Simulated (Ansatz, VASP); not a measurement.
**K: VASP beside Ansatz**

```
K
1.0
     4.62247    0.00000    0.00000
    -2.31124    4.00318    0.00000
     0.00000    0.00000    8.01015
K
2
Cartesian
  0.0000 2.6688 2.0025
  2.3112 1.3344 6.0076
```

Change from the starting cell: z stretched by +4 % at fixed volume, crystal datasets.

Alike in both runs: task electric field gradients; functional PBE; k mesh 12 × 12 × 6; occupations fermi-dirac, width 0.03 eV; no spin polarisation.

|  | VASP | Ansatz |
| --- | --- | --- |
| version | VASP 6.6.1 | Ansatz 0.2.0 |
| potentials or method | VASP PAW PBE potentials, release 64 (K_sv), cutoff 520 eV | all-electron PAW with datasets made for the crystal, scalar-relativistic |

|  | VASP | Ansatz | Ansatz less VASP |
| --- | --- | --- | --- |
| pressure (GPa) | 0.0 | 0.0 | +0.01 |
| traceless stress, the component that is largest in VASP (GPa) | -0.24 | -0.24 | 0.000 |
| size of Vzz on the site where it differs most (V/Å²) | 0.9 | 0.9 | 0.00 |

Ansatz ran all-electron here, and VASP with PAW potentials.
